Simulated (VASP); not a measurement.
# Se (P3_221) in VASP: notebook

Runs on Se. Level: PBEsol. Tasks: single point.

All numbers are computed with VASP 6.6.1; they aren't measurements. Logs are shortened: lines on timing, memory, paths and dates and some standing lists are left out, and cuts for length are marked.

### Step 1. The cell of the first run

The structure is trigonal, space group P3_221 (No. 154). Conventional cell: a = 3.877 Å, b = 3.877 Å, c = 5.243 Å, α = 90.00°, β = 90.00°, γ = 120.00°. Se (site symmetry 2) has 6 Se at 2.46 to 3.07 Å within 3.2 Å.

### Step 2. Single point, PBEsol (biaxial strain in the a-b plane: -4.0 %, then relaxed in part)

File INCAR:

```
PREC = Accurate ; ENCUT = 520
EDIFF = 1E-7 ; ISMEAR = 0
SIGMA = 0.02 ; LREAL = False
LASPH = True ; NELM = 60
ALGO = Normal ; ISIF = 2
LWAVE = False ; LCHARG = True
GGA = PS ; LELF = True
LVHAR = True ; NBANDS = 16
```

File KPOINTS:

```
Automatic mesh
0
Gamma
  12 12 8
```

File POSCAR:

```
Se
1.0
    3.8769301987      0.0000000000      0.0000000000
   -1.9384650994      3.3575200408      0.0000000000
    0.0000000000      0.0000000000      5.2433521770
Se
3
Direct
    0.2579861897      0.0000000000      0.1666666667
    0.0000000000      0.2579861897      0.8333333333
    0.7420138103      0.7420138103      0.5000000000
```

Potentials or basis: VASP PAW PBE potentials, release 64 (Se).

On the command line:

```sh
$ cat potpaw_PBE.64/Se/POTCAR > POTCAR
$ mpirun -np 1 vasp_std > vasp.out
```

OUTCAR:

```text
PREC = Accurate
   ENCUT = 520
   EDIFF = 1E-7
   ISMEAR = 0
   LREAL = False
   LASPH = True
   NELM = 60
   ISIF = 2
   GGA = PS

 ion  position               nearest neighbor table
   1  0.258  0.000  0.167-   3 2.46   2 2.46
   2  0.000  0.258  0.833-   3 2.46   1 2.46
   3  0.742  0.742  0.500-   1 2.46   2 2.46

  LATTYP: Found a hexagonal cell.
 ALAT       =     3.8769301987
 C/A-ratio  =     1.3524494660

  Lattice vectors:

 A1 = (   3.8769301987,   0.0000000000,   0.0000000000)
 A2 = (  -1.9384650994,   3.3575200408,   0.0000000000)
 A3 = (   0.0000000000,   0.0000000000,   5.2433521770)

Analysis of symmetry for initial positions (statically):
=====================================================================
 Subroutine PRICEL returns:
 Original cell was already a primitive cell.

 Routine SETGRP: Setting up the symmetry group for a
 hexagonal supercell.

 Subroutine GETGRP returns: Found  6 space group operations
 (whereof  2 operations were pure point group operations)
 out of a pool of 24 trial point group operations.

The static configuration has the point symmetry C_2 .
 The point group associated with its full space group is D_3 .

Analysis of symmetry for dynamics (positions and initial velocities):
=====================================================================
 Subroutine PRICEL returns:
 Original cell was already a primitive cell.

 Routine SETGRP: Setting up the symmetry group for a
 hexagonal supercell.

 Subroutine GETGRP returns: Found  6 space group operations
 (whereof  2 operations were pure point group operations)
 out of a pool of 24 trial point group operations.

The dynamic configuration has the point symmetry C_2 .
 The point group associated with its full space group is D_3 .

 Subroutine INISYM returns: Found  6 space group operations
 (whereof  2 operations are pure point group operations),
 and found     1 'primitive' translations

----------------------------------------------------------------------------------------

                                     Primitive cell

  volume of cell :      68.2520

  direct lattice vectors                    reciprocal lattice vectors
     3.876930199  0.000000000  0.000000000     0.257936034  0.148919439  0.000000000
    -1.938465099  3.357520041  0.000000000     0.000000000  0.297838877  0.000000000
     0.000000000  0.000000000  5.243352177     0.000000000  0.000000000  0.190717687

  length of vectors
     3.876930199  3.876930199  5.243352177     0.297838877  0.297838877  0.190717687

  position of ions in fractional coordinates (direct lattice)
     0.257986190  0.000000000  0.166666667
     0.000000000  0.257986190  0.833333333
     0.742013810  0.742013810  0.500000000

  ion indices of the primitive-cell ions
   primitive index   ion index
                 1           1
                 2           2
                 3           3

----------------------------------------------------------------------------------------

 KPOINTS: Automatic mesh

Automatic generation of k-mesh.
 Grid dimensions read from file:
 generate k-points for:   12   12    8

 Generating k-lattice:

  Cartesian coordinates                     Fractional coordinates (reciprocal lattice)
     0.021494670  0.012409953  0.000000000     0.083333333  0.000000000  0.000000000
     0.000000000  0.024819906  0.000000000     0.000000000  0.083333333  0.000000000
     0.000000000  0.000000000  0.023839711     0.000000000  0.000000000  0.125000000

  Length of vectors
     0.024819906  0.024819906  0.023839711

  Shift w.r.t. Gamma in fractional coordinates (k-lattice)
     0.000000000  0.000000000  0.000000000

 Subroutine IBZKPT returns following result:
 ===========================================

 Found    131 irreducible k-points:

 Following reciprocal coordinates:
            Coordinates               Weight
  0.000000  0.000000  0.000000      1.000000
  0.083333  0.000000  0.000000      6.000000
  0.166667  0.000000  0.000000      6.000000
  0.250000  0.000000  0.000000      6.000000
  0.333333  0.000000  0.000000      6.000000
  0.416667  0.000000  0.000000      6.000000
[... 16 lines left out ...]
  0.166667  0.000000  0.125000      6.000000
  0.000000  0.166667  0.125000      6.000000
 [... further k-points ...]
   k-points           NKPTS =    131   k-points in BZ     NKDIM =    131   number of bands    NBANDS=     16
   number of dos      NEDOS =    301   number of ions     NIONS =      3
   total plane-waves  NPLWV =  36000
   dimension x,y,z NGX =    30 NGY =   30 NGZ =   40
   dimension x,y,z NGXF=    60 NGYF=   60 NGZF=   80
   ions per type =               3
   NGX,Y,Z   is equivalent  to a cutoff of  12.86, 12.86, 12.68 a.u.
   NGXF,Y,Z  is equivalent  to a cutoff of  25.73, 25.73, 25.36 a.u.
 SYSTEM =  unknown system
   PREC   = accura    normal or accurate (medium, high low for compatibility)
   ISTART =      0    job   : 0-new  1-cont  2-samecut
   ICHARG =      2    charge: 1-file 2-atom 10-const
   ISPIN  =      1    spin polarized calculation?
   LNONCOLLINEAR =      F non collinear calculations
   LSORBIT =      F    spin-orbit coupling
   LASPH  =      T    aspherical Exc in radial PAW
   ENCUT  =  520.0 eV  38.22 Ry    6.18 a.u.   7.21  7.21  9.75*2*pi/ulx,y,z
   NELM   =     60;   NELMIN=  2; NELMDL= -5     # of ELM steps
   EDIFF  = 0.1E-06   stopping-criterion for ELM
   LREAL  =      F    real-space projection
   EDIFFG = 0.1E-05   stopping-criterion for IOM
   NSW    =      0    number of steps for IOM
   IBRION =     -1    ionic relax: 0-MD 1-quasi-New 2-CG
   NFREE  =      0    steps in history (QN), initial steepest desc. (CG)
   ISIF   =      2    stress and relaxation
   ISYM   =      2    0-nonsym 1-usesym 2-fastsym
   POTIM  = 0.5000    time-step for ionic-motion
   TEBEG  =    0.0;   TEEND  =   0.0 temperature during run
   PSTRESS=    0.0 pullay stress
   NELECT =      18.0000    total number of electrons
   NUPDOWN=      -1.0000    fix difference up-down
   EMIN   =  10.00;   EMAX   =-10.00  energy-range for DOS
   EFERMI =   0.00;   METHOD = LEGACY
   ISMEAR =     0;   SIGMA  =   0.02  broadening in eV -4-tet -1-fermi 0-gaus
   EFERMI_NEDOS =   21; number of points for ismear=-14 and -15
   IALGO  =     38    algorithm
   IMIX   =      4    mixing-type and parameters
     AMIX     =   0.40;   BMIX     =  1.00
     AMIX_MAG =   1.60;   BMIX_MAG =  1.00
  volume/ion in A,a.u.               =      22.75       153.53
  Fermi-wavevector in a.u.,A,eV,Ry     =   1.049850  1.983928 14.996129  1.102184
  Thomas-Fermi vector in A             =   2.184829
   LORBIT       =      0    0 simple, 1 ext, 2 COOP (PROOUT), +10 PAW based schemes
   GGA     = PS    functional components
   LHFCALC =     F    Hartree Fock is set to
   AEXX    =    0.0000 exact exchange contribution
   IVDW    =     0    specifies the selected vdW correction
   LEPSILON=     F    determine dielectric tensor
   LRPA    =     F    only Hartree local field effects (RPA)
 non-spin polarized calculation
 Gauss-broadening in eV      SIGMA  =   0.02
  energy-cutoff  :      520.00
  volume of cell :       68.25
 maximum number of plane-waves:      1860
 NGX is ok and might be reduce to    30
   NGX = 15   NGY = 15   NGZ = 19

 number of electron      18.0000001 magnetization

 Free energy of the ion-electron system (eV)
  ---------------------------------------------------
  ext. energy  EPLUGINS =         0.00000000
  ---------------------------------------------------
  free energy    TOTEN  =       -11.53450359 eV

  energy without entropy =      -11.53448485  energy(sigma->0) =      -11.53449422

 E-fermi :   4.4369     XC(G=0):  -9.9887

 val. band max:        4.4136439667   @ k =   0.3333   0.3333   0.5000
 cond. band min:       4.4550442462   @ k =   0.3333   0.3333   0.5000
 fundamental gap:      0.0414002795
 Fermi energy:         4.4369124427

 k-point     1 :       0.0000    0.0000    0.0000
  band No.  band energies     occupation
      1     -11.9424      2.00000
      2      -7.8270      2.00000
      3      -7.8270      2.00000
      4       0.8772      2.00000
      5       1.1458      2.00000
      6       1.1458      2.00000
[... 8 lines left out ...]
     15      11.6078      0.00000
     16      12.5759      0.00000

 k-point     2 :       0.0833    0.0000    0.0000
  band No.  band energies     occupation
      1     -11.8836      2.00000
      2      -7.8360      2.00000
      3      -7.8054      2.00000
      4       0.3346      2.00000
      5       0.8282      2.00000
      6       1.1138      2.00000
[... 8 lines left out ...]
     15      11.8925      0.00000
     16      12.5023      0.00000

 k-point     3 :       0.1667    0.0000    0.0000
  band No.  band energies     occupation
      1     -11.7118      2.00000
      2      -7.8800      2.00000
      3      -7.7441      2.00000
      4      -0.4865      2.00000
      5       0.3056      2.00000
      6       0.8596      2.00000
[... 8 lines left out ...]
     15      12.3002      0.00000
     16      12.6878      0.00000

 k-point     4 :       0.2500    0.0000    0.0000
  band No.  band energies     occupation
      1     -11.4434      2.00000
      2      -7.9988      2.00000
      3      -7.6550      2.00000
      4      -1.1275      2.00000
      5      -0.1973      2.00000
      6       0.5462      2.00000
[... 8 lines left out ...]
     15      12.7889      0.00000
     16      13.3406      0.00000
[... 324 lines left out ...]
 k-point    22 :       0.0000    0.0833    0.1250
  band No.  band energies     occupation
      1     -11.8142      2.00000
      2      -8.6832      2.00000
      3      -6.9401      2.00000
      4       0.2341      2.00000
      5       0.8581      2.00000
      6       1.2419      2.00000
[... 8 lines left out ...]
     15      11.9296      0.00000
     16      12.0555      0.00000

 k-point    23 :       0.1667    0.0000    0.1250
  band No.  band energies     occupation
      1     -11.6425      2.00000
      2      -8.6407      2.00000
      3      -6.9725      2.00000
      4      -0.4024      2.00000
      5      -0.0547      2.00000
      6       0.9639      2.00000
[... 8 lines left out ...]
     15      12.2765      0.00000
     16      12.9799      0.00000

 k-point    24 :       0.0000    0.1667    0.1250
  band No.  band energies     occupation
      1     -11.6447      2.00000
      2      -8.6060      2.00000
      3      -7.0345      2.00000
      4      -0.4446      2.00000
      5       0.5292      2.00000
      6       0.9014      2.00000
[... 8 lines left out ...]
     15      12.0075      0.00000
     16      12.3269      0.00000

 [... further k-points ...]
[... 5 lines left out ...]
  --------------------------------------------------------------------------------------
  -------------------------------------------------------------------------------------
  Total        0.7689405      0.7689405      0.1065374     -0.0000000     -0.0000000      0.0000000
  in kB       18.0504362     18.0504362      2.5009044     -0.0000000     -0.0000000      0.0000000
  external PRESSURE =      12.8672589 kB  Pullay stress =       0.0000000 kB

 VOLUME and BASIS-vectors are now :
 -----------------------------------------------------------------------------
  energy-cutoff  :      520.00
  volume of cell :       68.25
      direct lattice vectors                 reciprocal lattice vectors
     3.876930199  0.000000000  0.000000000     0.257936034  0.148919439  0.000000000
    -1.938465099  3.357520041  0.000000000     0.000000000  0.297838877  0.000000000
     0.000000000  0.000000000  5.243352177     0.000000000  0.000000000  0.190717687

 POSITION                                       TOTAL-FORCE (eV/Angst)
 -----------------------------------------------------------------------------------
      1.00019      0.00000      0.87389         0.025405     -0.000000     -0.000000
     -0.50010      0.86619      4.36946        -0.012703      0.022002      0.000000
      1.43837      2.49133      2.62168        -0.012703     -0.022002     -0.000000
 -----------------------------------------------------------------------------------
    total drift:                               -0.000000      0.000000      0.000000

  FREE ENERGIE OF THE ION-ELECTRON SYSTEM (eV)
  ---------------------------------------------------
  free  energy   TOTEN  =       -11.5345035852 eV

  energy  without entropy=      -11.5344848527  energy(sigma->0) =      -11.53449422
```

It took 2.2 min on 1 thread of Oxide Virtual Turin-like, shared host; peak memory 0.22 GiB.

Results:

| Property | Result |
| --- | --- |
| Free energy | -11.5345 eV |
| Pressure | 1.3 GPa |
| Largest force | 0.025 eV/Å |
| Band gap on the k mesh | 0.04 eV |

Forces in eV/Å, atoms in the order of the input:
```
Se   0.025  0.000  0.000
Se  -0.013  0.022  0.000
Se  -0.013 -0.022  0.000
```

Stress tensor (GPa, compression positive):
```
1.81 0.00 0.00
0.00 1.81 0.00
0.00 0.00 0.25
```

Caveat: the cell differs from its parent crystal (biaxial strain in the a-b plane: -4.0 %, then relaxed in part); semilocal functionals underestimate gaps, and a narrow one can read as zero; the PAW data sets were made with another functional, which shifts forces and pressure a little. A k mesh can miss the band edges.

### Step 3. Single point, PBEsol (biaxial strain in the a-b plane: -4.0 %)

File INCAR:

```
SYSTEM = Se
ALGO = Normal ; EDIFF = 1E-6
ENCUT = 520 ; GGA = PS
ISIF = 2 ; ISMEAR = 0
LASPH = .True. ; LCHARG = .False.
LREAL = .False. ; LWAVE = .False.
NBANDS = 16 ; NELM = 60
PREC = Accurate ; SIGMA = 0.02
```

File KPOINTS:

```
k-points
0
Gamma
  12 12 8
  0 0 0
```

File POSCAR:

```
Se
1.0
    3.8769301987      0.0000000000      0.0000000000
   -1.9384650994      3.3575200408      0.0000000000
    0.0000000000      0.0000000000      5.2443795633
Se
3
Direct
    0.2533490300      0.0000000000      0.1666666667
    0.0000000000      0.2533490300      0.8333333333
    0.7466509700      0.7466509700      0.5000000000
```

Potentials or basis: VASP PAW PBE potentials, release 64 (Se).

On the command line:

```sh
$ cat potpaw_PBE.64/Se/POTCAR > POTCAR
$ mpirun -np 1 vasp_std > vasp.out
```

Wall time 3.2 min (1 thread of Oxide Virtual Turin-like, shared host); peak memory 0.22 GiB.

It converged, with:

- Free energy: -11.5289 eV
- Pressure: 2.1 GPa
- Largest force: 0.189 eV/Å
- Band gap on the k mesh: 0.02 eV

Forces in eV/Å, atoms in the order of the input:
```
Se   0.189  0.000  0.000
Se  -0.094  0.164  0.000
Se  -0.094 -0.164  0.000
```

Stress tensor (GPa, compression positive):
```
2.51 0.00 0.00
0.00 2.51 0.00
0.00 0.00 1.16
```

Levels at points of the mesh, in eV from the valence-band top:
| k point | band 5 | band 6 | band 7 | band 8 | band 9 | band 10 | band 11 | band 12 | band 13 | band 14 |
| --- | --- | --- | --- | --- | --- | --- | --- | --- | --- | --- |
| (0.00, 0.00, 0.00) | -3.31 | -3.31 | -1.84 | -1.84 | -0.56 | 1.32 | 1.32 | 2.28 | 6.11 | 6.11 |
| (0.50, 0.00, 0.00) | -5.33 | -4.16 | -4.02 | -1.48 | -1.00 | 1.23 | 1.50 | 3.92 | 4.36 | 9.01 |
| (0.00, 0.00, 0.50) | -3.00 | -3.00 | -1.50 | -1.17 | -1.17 | 0.77 | 1.00 | 1.00 | 5.08 | 6.99 |
| (0.50, 0.00, 0.50) | -4.51 | -4.38 | -2.70 | -2.30 | -0.36 | 0.87 | 2.26 | 3.11 | 5.61 | 6.79 |

Caveat: the cell differs from its parent crystal (biaxial strain in the a-b plane: -4.0 %); semilocal functionals underestimate gaps, and a narrow one can read as zero; the PAW data sets were made with another functional, which shifts forces and pressure a little. A k mesh can miss the band edges.
